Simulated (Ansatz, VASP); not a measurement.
**One calculation of Fe, two programs**

Contents of INCAR:

```
SYSTEM = Fe
  PREC = Accurate
  ENCUT = 520
  EDIFF = 1E-7
  ISMEAR = -1
  SIGMA = 0.05
  LREAL = .False.
  LASPH = .True.
  NELM = 150
  ALGO = Normal
  ISIF = 2
  LWAVE = .False.
  LCHARG = .False.
  ISPIN = 2
  MAGMOM = 1.355 -1.355
  LORBIT = 11
  LMAXMIX = 4
  GGA = B5
  ALDAX = 1.0
  AGGAX = 1.0
  AGGAC = 1.0
  ALDAC = 0.0
  NBANDS = 19
```

Contents of KPOINTS:

```
Automatic mesh
0
Gamma
  18 18 18
  0 0 0
```

Contents of POSCAR:

```
Fe
1.0
    2.8389615196      0.0000000000      0.0000000000
    0.0000000000      2.8389615196      0.0000000000
    0.0000000000      0.0000000000      2.8389615196
Fe
2
Direct
    0.0000000000      0.0000000000      0.0000000000
    0.5000000000      0.5000000000      0.5000000000
```

Input for Ansatz:

```yaml
crystal:
  lattice:
    - [2.8389615196, 0.0, 0.0]
    - [0.0, 2.8389615196, 0.0]
    - [0.0, 0.0, 2.8389615196]
  atoms:
    - { symbol: Fe, position: [0.0, 0.0, 0.0], spin: 1.355 }
    - { symbol: Fe, position: [0.5, 0.5, 0.5], spin: -1.355 }
hamiltonian:
  xc: blyp
  pseudopotentials:
    kind: paw
    azcp:
      Fe: "pseudopotentials/Fe.paw.azcp"
basis:
  ecutwfc: 420
  fft_grid_basis: typed
kpoints:
  mp_grid: { grid: [18, 18, 18], shift: [0, 0, 0] }
magnetization:
  spin_polarized: true
scf:
  occupations: { method: fermi_dirac, width: 0.05 }
```

Alike in both runs: task single point; functional BLYP; k mesh 18 × 18 × 18; occupations fermi-dirac, width 0.05 eV; collinear spin.

```csv
,VASP,Ansatz
version,VASP 6.6.1,Ansatz 0.2.0
potentials or method,"VASP PAW PBE potentials, release 64 (Fe), cutoff 520 eV","plane waves (420 eV) with PAW, scalar-relativistic"
valence electrons in the cell,16,32
```

```tsv
	VASP	Ansatz	Ansatz less VASP
net moment per atom (μB)	0.00	2.16	+2.161
size of the moment on the site where the two differ most (μB)	1.40	2.20	+0.801
```

The net moments are unlike, so the other rows may belong to different states. VASP's potentials were made for PBE, not for BLYP. Site moments also hang on the region over which each program counts them. VASP's potentials hold 16 valence electrons a cell and Ansatz's 32, so a difference there can come from the potentials and not from the codes. Ansatz's warnings: look outside group, seeded moment not kept, stability check not made.
